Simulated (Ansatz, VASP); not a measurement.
# One calculation of NbSn2Sb3, two programs

File INCAR:

```
SYSTEM = NbSn2Sb3
ALGO = Normal ; EDIFF = 1E-6
EDIFFG = -0.04 ; ENCUT = 600
GGA = PE ; IBRION = 2
ISIF = 3 ; ISMEAR = 0
LASPH = .True. ; LCHARG = .False.
LREAL = .False. ; LWAVE = .False.
NELM = 80 ; NSW = 90
PREC = Accurate ; SIGMA = 0.1
```

The input KPOINTS:

```
k-points
0
Gamma
  3 3 4
  0 0 0
```

File POSCAR:

```
NbSn2Sb3
1.0
    6.5981939300      0.0000000000      0.0000000000
   -3.2990969700      5.7142035600      0.0000000000
    0.0000000000      0.0000000000      4.1181282000
Nb Sn Sb
1 2 3
Direct
    0.0000000000      0.0000000000      0.0000000000
    0.6666666700      0.3333333300      0.0000000000
    0.3333333300      0.6666666700      0.0000000000
    0.5000000000      0.5000000000      0.5000000000
    0.5000000000      0.0000000000      0.5000000000
    0.0000000000      0.5000000000      0.5000000000
```

Input for Ansatz:

```yaml
crystal:
  lattice:
    - [6.59819393, 0.0, 0.0]
    - [-3.29909697, 5.71420356, 0.0]
    - [0.0, 0.0, 4.1181282]
  atoms:
    - { symbol: Nb, position: [0.0, 0.0, 0.0] }
    - { symbol: Sn, position: [0.66666667, 0.33333333, 0.0] }
    - { symbol: Sn, position: [0.33333333, 0.66666667, 0.0] }
    - { symbol: Sb, position: [0.5, 0.5, 0.5] }
    - { symbol: Sb, position: [0.5, 0.0, 0.5] }
    - { symbol: Sb, position: [0.0, 0.5, 0.5] }
basis:
  ecutwfc: 420
kpoints:
  mp_grid: { grid: [3, 3, 4] }
hamiltonian:
  xc: pbe
scf:
  occupations: { method: gaussian, width: 0.1 }
  lower_state_search: "off"
output:
  forces: true
  stress: true
  eigenvalues: true
relax:
  adjacent_minimum: "off"
  f_tol: 0.04
  max_steps: 70
  cell: { stress_tol: 0.4 }
```

Change from the starting cell: species swapped into the ZrCo3B2 type (P6/mmm, No. 191).

Alike in both runs: task relaxation of cell and atoms; functional PBE; k mesh 3 × 3 × 4; occupations gaussian, width 0.1 eV; no spin polarisation.

|  | VASP | Ansatz |
| --- | --- | --- |
| version | VASP 6.6.1 | Ansatz 0.2.0 |
| potentials or method | VASP PAW PBE potentials, release 64 (Nb_sv, Sn_d, Sb), cutoff 600 eV | scalar-relativistic, plane waves, PAW |
| valence electrons in the cell | 56 | 86 |

|  | VASP | Ansatz | Ansatz less VASP |
| --- | --- | --- | --- |
| gap on the k mesh at the Fermi level, each at its own relaxed structure (eV) | none | none | - |
| relaxed volume (Å³/atom) | 28.77 | 28.94 | +0.170 |
| relaxed length of the cell vector where the two differ most in proportion (Å) | 6.032 | 6.077 | +0.0449 |

A gap of «none» marks a metal or a gap that the smearing closes. VASP's potentials hold 56 valence electrons a cell and Ansatz's 86, so a difference there can come from the potentials and not from the codes.

The k mesh is coarse, so the values compare programs but aren't converged. Neither program's run includes spin-orbit coupling.
